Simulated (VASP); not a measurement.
# MoS2 (P-6m2) in VASP: notebook

MoS2 is run at these levels: PBE+D3(BJ); tasks: single point.

Program: VASP 6.6.1. These are calculated values, not measurements. Logs are shortened: lines on timing, memory, paths and dates and some standing lists are left out, and cuts for length are marked.

**1. The cell of the first run**

The structure is hexagonal, space group P-6m2 (No. 187). Conventional cell: a = 3.080 Å, b = 3.080 Å, c = 6.219 Å, α = 90.00°, β = 90.00°, γ = 120.00°. Within 3.1 Å of Mo (site symmetry -6m2) lie 6 S at 2.37 Å and 6 Mo at 3.08 Å. S (site symmetry 3m) has 3 Mo at 2.37 Å and 8 S at 3.07 to 3.14 Å within 3.2 Å.

**2. Single point, PBE+D3(BJ)**

Input file INCAR:

```
ALGO = Normal
EDIFF = 1E-6
ENCUT = 520
GGA = PE
ISIF = 2
ISMEAR = 0
IVDW = 12
LASPH = True
LCHARG = True
LELF = True
LREAL = False
LVHAR = True
LWAVE = False
NBANDS = 20
NELM = 80
PREC = Accurate
SIGMA = 0.02
```

Input file KPOINTS:

```
k-points
0
Gamma
  12 12 4
```

Input file POSCAR:

```
MoS2
1.0
    3.0797166151      0.0000000000      0.0000000000
   -1.5398583075      2.6671128251      0.0000000000
    0.0000000000      0.0000000000      6.2192227524
Mo S
1 2
Direct
    0.0000000000      0.0000000000      0.0000000000
    0.3333333333      0.6666666667      0.2528319219
    0.3333333333      0.6666666667      0.7471680781
```

Potentials or basis: VASP PAW PBE potentials, release 64 (Mo_sv, S).

The run is started by

```
$ cat potpaw_PBE.64/Mo_sv/POTCAR potpaw_PBE.64/S/POTCAR > POTCAR
$ mpirun -np 1 vasp_std > vasp.out
```

OUTCAR:

```text
EDIFF = 1E-6
   ENCUT = 520
   GGA = PE
   ISIF = 2
   ISMEAR = 0
   IVDW = 12
   LASPH = True
   LREAL = False
   NELM = 80
   PREC = Accurate
 IVDW          = 12

 ion  position               nearest neighbor table
   1  0.000  0.000  0.000-   2 2.37   3 2.37   2 2.37   3 2.37   2 2.37   3 2.37
   2  0.333  0.667  0.253-   1 2.37   1 2.37   1 2.37
   3  0.333  0.667  0.747-   1 2.37   1 2.37   1 2.37

  LATTYP: Found a hexagonal cell.
 ALAT       =     3.0797166151
 C/A-ratio  =     2.0194139688

  Lattice vectors:

 A1 = (   3.0797166151,   0.0000000000,   0.0000000000)
 A2 = (  -1.5398583075,   2.6671128251,   0.0000000000)
 A3 = (   0.0000000000,   0.0000000000,   6.2192227524)

Analysis of symmetry for initial positions (statically):
=====================================================================
 Subroutine PRICEL returns:
 Original cell was already a primitive cell.

 Routine SETGRP: Setting up the symmetry group for a
 hexagonal supercell.

 Subroutine GETGRP returns: Found 12 space group operations
 (whereof 12 operations were pure point group operations)
 out of a pool of 24 trial point group operations.

The static configuration has the point symmetry D_3h.

Analysis of symmetry for dynamics (positions and initial velocities):
=====================================================================
 Subroutine PRICEL returns:
 Original cell was already a primitive cell.

 Routine SETGRP: Setting up the symmetry group for a
 hexagonal supercell.

 Subroutine GETGRP returns: Found 12 space group operations
 (whereof 12 operations were pure point group operations)
 out of a pool of 24 trial point group operations.

The dynamic configuration has the point symmetry D_3h.

 Subroutine INISYM returns: Found 12 space group operations
 (whereof 12 operations are pure point group operations),
 and found     1 'primitive' translations

----------------------------------------------------------------------------------------

                                     Primitive cell

  volume of cell :      51.0844

[... 76 lines left out ...]
   dimension x,y,z NGXF=    48 NGYF=   48 NGZF=   96
   ions per type =               1   2
   NGX,Y,Z   is equivalent  to a cutoff of  12.96, 12.96, 12.83 a.u.
   NGXF,Y,Z  is equivalent  to a cutoff of  25.91, 25.91, 25.66 a.u.
 SYSTEM =  unknown system
   PREC   = accura    normal or accurate (medium, high low for compatibility)
   ISTART =      0    job   : 0-new  1-cont  2-samecut
   ICHARG =      2    charge: 1-file 2-atom 10-const
   ISPIN  =      1    spin polarized calculation?
   LNONCOLLINEAR =      F non collinear calculations
   LSORBIT =      F    spin-orbit coupling
   LASPH  =      T    aspherical Exc in radial PAW
   ENCUT  =  520.0 eV  38.22 Ry    6.18 a.u.   5.73  5.73 11.56*2*pi/ulx,y,z
   NELM   =     80;   NELMIN=  2; NELMDL= -5     # of ELM steps
   EDIFF  = 0.1E-05   stopping-criterion for ELM
   LREAL  =      F    real-space projection
[... 7 lines left out ...]
   TEBEG  =    0.0;   TEEND  =   0.0 temperature during run
   PSTRESS=    0.0 pullay stress
   NELECT =      26.0000    total number of electrons
   NUPDOWN=      -1.0000    fix difference up-down
   EMIN   =  10.00;   EMAX   =-10.00  energy-range for DOS
   EFERMI =   0.00;   METHOD = LEGACY
   ISMEAR =     0;   SIGMA  =   0.02  broadening in eV -4-tet -1-fermi 0-gaus
   EFERMI_NEDOS =   21; number of points for ismear=-14 and -15
   IALGO  =     38    algorithm
   IMIX   =      4    mixing-type and parameters
     AMIX     =   0.40;   BMIX     =  1.00
     AMIX_MAG =   1.60;   BMIX_MAG =  1.00
  volume/ion in A,a.u.               =      17.03       114.91
  Fermi-wavevector in a.u.,A,eV,Ry     =   1.307083  2.470029 23.245094  1.708466
  Thomas-Fermi vector in A             =   2.437842
   LORBIT       =      0    0 simple, 1 ext, 2 COOP (PROOUT), +10 PAW based schemes
   GGA     = PE    functional components
   LHFCALC =     F    Hartree Fock is set to
   AEXX    =    0.0000 exact exchange contribution
   IVDW    =    12    specifies the selected vdW correction
   LEPSILON=     F    determine dielectric tensor
   LRPA    =     F    only Hartree local field effects (RPA)
 non-spin polarized calculation
 Gauss-broadening in eV      SIGMA  =   0.02
  energy-cutoff  :      520.00
  volume of cell :       51.08
 maximum number of plane-waves:      1388
 NGX is ok and might be reduce to    24
   NGX = 11   NGY = 11   NGZ = 23

 number of electron      25.9999996 magnetization

 Free energy of the ion-electron system (eV)
  ---------------------------------------------------
  ext. energy  EPLUGINS =         0.00000000
  ---------------------------------------------------
  free energy    TOTEN  =       -21.53490946 eV

  energy without entropy =      -21.53490946  energy(sigma->0) =      -21.53490946

 E-fermi :   8.2219     XC(G=0): -10.9966

 val. band max:        8.0970376014   @ k =   0.0000   0.0000   0.5000
 cond. band min:       8.9103641394   @ k =   0.1667   0.1667   0.0000
 fundamental gap:      0.8133265381
 Fermi energy:         8.2218576417

 k-point     1 :       0.0000    0.0000    0.0000
  band No.  band energies     occupation
      1     -53.2763      2.00000
      2     -27.5055      2.00000
      3     -27.1563      2.00000
      4     -27.1563      2.00000
      5      -7.1590      2.00000
      6      -5.4429      2.00000
[... 541 lines left out ...]
     19      15.6163      0.00000
     20      16.6178      0.00000

 [... further k-points ...]

------------------------ aborting loop because EDIFF is reached ----------------------------------------

 Edisp (eV)   -1.33279

 E8    (eV) :    -0.5371

  FORCE on cell =-STRESS in cart. coord.  units (eV):
  Direction    XX          YY          ZZ          XY          YZ          ZX
  --------------------------------------------------------------------------------------
  -------------------------------------------------------------------------------------
  Total       2.50767     2.50767     2.50035     0.00000    -0.00000     0.00000
  in kB      78.64876    78.64876    78.41925     0.00000    -0.00000     0.00000
  external pressure =       78.57 kB  Pullay stress =        0.00 kB

 VOLUME and BASIS-vectors are now :
 -----------------------------------------------------------------------------
  energy-cutoff  :      520.00
  volume of cell :       51.08
      direct lattice vectors                 reciprocal lattice vectors
     3.079716615  0.000000000  0.000000000     0.324705200  0.187468635  0.000000000
    -1.539858308  2.667112825  0.000000000     0.000000000  0.374937269  0.000000000
     0.000000000  0.000000000  6.219222752     0.000000000  0.000000000  0.160791797

 POSITION                                       TOTAL-FORCE (eV/Angst)
 -----------------------------------------------------------------------------------
      0.00000      0.00000      0.00000        -0.000000      0.000000      0.000000
     -0.00000      1.77808      1.57242         0.000000     -0.000000     -0.013024
     -0.00000      1.77808      4.64680        -0.000000      0.000000      0.013024
 -----------------------------------------------------------------------------------
    total drift:                                0.000000     -0.000000     -0.000000

  FREE ENERGIE OF THE ION-ELECTRON SYSTEM (eV)
  ---------------------------------------------------
  free  energy   TOTEN  =       -22.8677002395 eV

  energy  without entropy=      -22.8677002395  energy(sigma->0) =      -22.86770024
```

OSZICAR:

```text
N       E                     dE             d eps       ncg     rms          rms(c)
DAV:   1     0.187118721525E+03    0.18712E+03   -0.13513E+04  2280   0.123E+03
DAV:   2    -0.155026905966E+02   -0.20262E+03   -0.19681E+03  2760   0.321E+02
DAV:   3    -0.228113265441E+02   -0.73086E+01   -0.72390E+01  2840   0.573E+01
DAV:   4    -0.228903045946E+02   -0.78978E-01   -0.78936E-01  2792   0.628E+00
DAV:   5    -0.228915303359E+02   -0.12257E-02   -0.12257E-02  2916   0.762E-01    0.270E+01
DAV:   6    -0.218648733945E+02    0.10267E+01   -0.85337E+00  2516   0.184E+01    0.976E+00
DAV:   7    -0.216563051596E+02    0.20857E+00   -0.35278E+00  2392   0.108E+01    0.653E+00
DAV:   8    -0.215342851316E+02    0.12202E+00   -0.61795E-01  2560   0.486E+00    0.203E+00
DAV:   9    -0.215363305690E+02   -0.20454E-02   -0.27692E-02  2708   0.102E+00    0.829E-01
DAV:  10    -0.215348106705E+02    0.15199E-02   -0.96172E-03  2592   0.657E-01    0.125E-01
DAV:  11    -0.215349082872E+02   -0.97617E-04   -0.56207E-04  2700   0.166E-01    0.829E-02
DAV:  12    -0.215348906569E+02    0.17630E-04   -0.61073E-05  2652   0.441E-02    0.284E-02
DAV:  13    -0.215349091130E+02   -0.18456E-04   -0.28037E-05  2540   0.301E-02    0.122E-02
DAV:  14    -0.215349094593E+02   -0.34628E-06   -0.12378E-06  2336   0.706E-03
   1 F= -.22867700E+02 E0= -.22867700E+02  d E =-.237802E-21
```

It took 2.1 min on 1 thread of Intel Xeon 8259CL, shared host; peak memory 0.21 GiB.

What came out:

* Free energy: -22.8677 eV
* Pressure: 7.9 GPa
* Largest force: 0.013 eV/Å
* Band gap on the k mesh: 0.81 eV (least direct gap 1.83 eV)
* Dispersion energy per atom: -0.444 eV

Forces in eV/Å, atoms in the order of the input:
```
Mo   0.000  0.000  0.000
S    0.000  0.000 -0.013
S    0.000  0.000  0.013
```

Levels at points of the mesh, in eV from the valence-band top:
```tsv
k point	band 11	band 12	band 13	band 14	band 15	band 16
(0.00, 0.00, 0.00)	-1.95	-1.56	-1.31	2.48	2.48	2.49
(0.50, 0.00, 0.00)	-1.95	-1.76	-1.51	1.99	2.17	3.96
(0.00, 0.00, 0.50)	-2.01	-2.01	0.00	2.30	2.30	2.74
(0.50, 0.00, 0.50)	-3.64	-1.31	-0.86	2.03	2.64	2.88
```

Caveat: the cell stands under pressure. A k mesh can miss the band edges.

**3. Single point, PBE+D3(BJ)**

This run uses another cell than the first one, of 13.16 Å³/atom.

Input file INCAR:

```
SYSTEM = MoS2
PREC = Accurate
ENCUT = 520
EDIFF = 1E-6
ISMEAR = 0
SIGMA = 0.01
LREAL = .FALSE.
LASPH = .TRUE.
NELM = 60
ALGO = Normal
ISIF = 2
LWAVE = .FALSE.
LCHARG = .FALSE.
GGA = PE
IVDW = 12
NBANDS = 20
```

Input file KPOINTS:

```
regular mesh
0
G
  12 12 6
  0 0 0
```

Input file POSCAR:

```
MoS2
1.0
    2.8272602718      0.0000000000      0.0000000000
   -1.4136301359      2.4484792185      0.0000000000
    0.0000000000      0.0000000000      5.7049035834
Mo S
1 2
Direct
    0.0000000000      0.0000000000      0.0000000000
    0.3333333333      0.6666666667      0.2792671759
    0.3333333333      0.6666666667      0.7207328241
```

Potentials or basis: VASP PAW PBE potentials, release 64 (Mo_sv, S).

The run is started by

```
$ cat potpaw_PBE.64/Mo_sv/POTCAR potpaw_PBE.64/S/POTCAR > POTCAR
$ mpirun -np 1 vasp_std > vasp.out
```

Wall time 2.1 min (1 thread of Intel Xeon 8259CL, shared host); peak memory 0.21 GiB.

The run converged. Its results:

- Free energy: -20.7980 eV
- Pressure: 59.8 GPa
- Largest force: 0.044 eV/Å
- Band gap on the k mesh: zero (bands 13 and 14 overlap by 0.12 eV)
- Dispersion energy per atom: -0.582 eV

Forces on the atoms (eV/Å):
```
Mo   0.000  0.000  0.000
S    0.000  0.000 -0.044
S    0.000  0.000  0.044
```

Stress tensor (GPa, compression positive):
```
59.81  0.00  0.00
 0.00 59.81  0.00
 0.00  0.00 59.65
```

Levels at points of the mesh, in eV from the Fermi level:
| k point | band 10 | band 11 | band 12 | band 13 | band 14 | band 15 | band 16 | band 17 |
| --- | --- | --- | --- | --- | --- | --- | --- | --- |
| (0.00, 0.00, 0.00) | -3.20 | -1.53 | -1.53 | -0.99 | 2.77 | 2.77 | 3.36 | 3.36 |
| (0.50, 0.00, 0.00) | -3.96 | -2.81 | -1.80 | -1.40 | 1.56 | 3.12 | 4.42 | 4.99 |
| (0.00, 0.00, 0.50) | -3.14 | -1.68 | -1.68 | 0.04 | 2.73 | 2.73 | 3.62 | 3.62 |
| (0.50, 0.00, 0.50) | -5.36 | -4.17 | -0.70 | -0.10 | 2.30 | 3.19 | 3.46 | 3.62 |

Caveat: the cell stands under pressure.

**4. Single point, PBE+D3(BJ)**

This run uses another cell than the first one, of 18.01 Å³/atom.

Input file INCAR:

```
SYSTEM = MoS2
ALGO     = Normal         ! electronic algorithm
EDIFF    = 1E-6           ! SCF threshold, eV
ENCUT    = 520            ! plane-wave cutoff, eV
GGA      = PE             ! functional
ISIF     = 2              ! what is computed and relaxed
ISMEAR   = 0              ! smearing method
IVDW     = 12             ! dispersion correction
LASPH    = .TRUE.         ! aspherical terms in the spheres
LCHARG   = .TRUE.         ! write CHGCAR
LELF     = .TRUE.         ! ELF
LREAL    = .FALSE.        ! projectors in reciprocal space
LVHAR    = .TRUE.       
LWAVE    = .FALSE.        ! write WAVECAR
NBANDS   = 20             ! bands
NELM     = 100            ! most SCF steps
PREC     = Accurate       ! precision mode
SIGMA    = 0.02           ! smearing width, eV
```

Input file KPOINTS:

```
k-points
0
G
  12 12 4
  0 0 0
```

Input file POSCAR:

```
MoS2
1.0
    3.1199714386      0.0000000000      0.0000000000
   -1.5599857193      2.7019745249      0.0000000000
    0.0000000000      0.0000000000      6.4076586441
Mo S
1 2
Direct
    0.0000000000      0.0000000000      0.0000000000
    0.3333333333      0.6666666667      0.2449665761
    0.3333333333      0.6666666667      0.7550334239
```

The run is started by

```
$ cat potpaw_PBE.64/Mo_sv/POTCAR potpaw_PBE.64/S/POTCAR > POTCAR
$ mpirun -np 1 vasp_std > vasp.out
```

Run time: 1.9 min. Hardware: 1 thread of Intel Xeon 8259CL, shared host; peak memory 0.22 GiB.

The run converged. Its results:

* Free energy: -22.9648 eV
* Pressure: 2.9 GPa
* Largest force: 0.018 eV/Å
* Band gap on the k mesh: 1.02 eV (least direct gap 1.85 eV)
* Dispersion energy per atom: -0.420 eV

Forces in eV/Å, atoms in the order of the input:
```
Mo   0.000  0.000  0.000
S    0.000  0.000 -0.018
S    0.000  0.000  0.018
```

Stress tensor (GPa, compression positive):
```
2.93 0.00 0.00
0.00 2.93 0.00
0.00 0.00 2.79
```

Levels at points of the mesh, in eV from the valence-band top:
| k point | band 10 | band 11 | band 12 | band 13 | band 14 | band 15 | band 16 | band 17 |
| --- | --- | --- | --- | --- | --- | --- | --- | --- |
| (0.00, 0.00, 0.00) | -1.92 | -1.92 | -1.40 | -1.23 | 2.45 | 2.45 | 2.53 | 2.53 |
| (0.50, 0.00, 0.00) | -3.69 | -1.97 | -1.52 | -1.45 | 1.94 | 2.25 | 3.89 | 4.07 |
| (0.00, 0.00, 0.50) | -3.08 | -1.96 | -1.96 | 0.00 | 2.33 | 2.33 | 2.70 | 2.70 |
| (0.50, 0.00, 0.50) | -3.73 | -3.21 | -1.32 | -0.88 | 1.97 | 2.56 | 3.02 | 3.76 |

**5. Single point, PBE+D3(BJ)**

This run uses another cell than the first one, of 19.04 Å³/atom.

Input file INCAR:

```
SYSTEM = MoS2
PREC = Accurate
ENCUT = 520
EDIFF = 1E-6
ISMEAR = 0
SIGMA = 0.02
LREAL = .FALSE.
LASPH = .TRUE.
NELM = 100
ALGO = Normal
ISIF = 2
LWAVE = .FALSE.
LCHARG = .TRUE.
GGA = PE
IVDW = 12
LELF = .TRUE.
LVHAR = .TRUE.
NBANDS = 20
```

Input file KPOINTS:

```
Automatic mesh
0
G
  12 12 4
  0 0 0
```

Input file POSCAR:

```
MoS2
1.0
    3.1495267522      0.0000000000      0.0000000000
   -1.5747633761      2.7275701773      0.0000000000
    0.0000000000      0.0000000000      6.6474811296
Mo S
1 2
Direct
    0.0000000000      0.0000000000      0.0000000000
    0.3333333333      0.6666666667      0.2356926075
    0.3333333333      0.6666666667      0.7643073925
```

The run is started by

```
$ cat potpaw_PBE.64/Mo_sv/POTCAR potpaw_PBE.64/S/POTCAR > POTCAR
$ mpirun -np 1 vasp_std > vasp.out
```

Run time: 2.2 min. Hardware: 1 thread of Intel Xeon 8259CL, shared host; peak memory 0.22 GiB.

Results (log left out):

* Free energy: -22.9904 eV
* Pressure: -0.1 GPa
* Largest force: 0.013 eV/Å
* Band gap on the k mesh: 1.22 eV (least direct gap 1.76 eV)
* Dispersion energy per atom: -0.398 eV

Forces on the atoms (eV/Å):
```
Mo   0.000  0.000  0.000
S    0.000  0.000 -0.013
S    0.000  0.000  0.013
```

Levels at points of the mesh, in eV from the valence-band top:
| k point | band 11 | band 12 | band 13 | band 14 | band 15 | band 16 |
| --- | --- | --- | --- | --- | --- | --- |
| (0.00, 0.00, 0.00) | -1.86 | -1.49 | -0.93 | 2.45 | 2.45 | 2.61 |
| (0.50, 0.00, 0.00) | -1.98 | -1.37 | -1.29 | 1.94 | 2.33 | 3.84 |
| (0.00, 0.00, 0.50) | -1.88 | -1.88 | 0.00 | 2.38 | 2.38 | 2.70 |
| (0.50, 0.00, 0.50) | -2.82 | -1.30 | -0.86 | 1.95 | 2.53 | 3.19 |

**6. The runs side by side**

| cell | k mesh | smearing | gap on the mesh (eV) | pressure (GPa) | largest force (eV/Å) |
| --- | --- | --- | --- | --- | --- |
| a = 3.080, b = 3.080, c = 6.219 Å, angles 90.0, 90.0, 120.0°, 3 atoms, atomic positions A | 12 × 12 × 4 | gaussian 0.02 eV | 0.81 | 7.9 | 0.01 |
| a = 2.827, b = 2.827, c = 5.705 Å, angles 90.0, 90.0, 120.0°, 3 atoms, atomic positions B | 12 × 12 × 6 | gaussian 0.01 eV | none | 59.8 | 0.04 |
| a = 3.120, b = 3.120, c = 6.408 Å, angles 90.0, 90.0, 120.0°, 3 atoms, atomic positions C | 12 × 12 × 4 | gaussian 0.02 eV | 1.02 | 2.9 | 0.02 |
| a = 3.150, b = 3.150, c = 6.647 Å, angles 90.0, 90.0, 120.0°, 3 atoms, atomic positions D | 12 × 12 × 4 | gaussian 0.02 eV | 1.22 | -0.1 | 0.01 |

Alike in all rows: task single point; level PBE+D3(BJ); potentials or basis VASP PAW PBE potentials, release 64 (Mo_sv, S); no spin polarisation; cutoff (eV) 520.

Caveats: the cell stands under pressure (at least some runs).

Total energies depend on the potentials used, so only differences within one code and one set of settings carry meaning.

The gap in the log of VASP goes by the Fermi energy; the results here count the filled bands.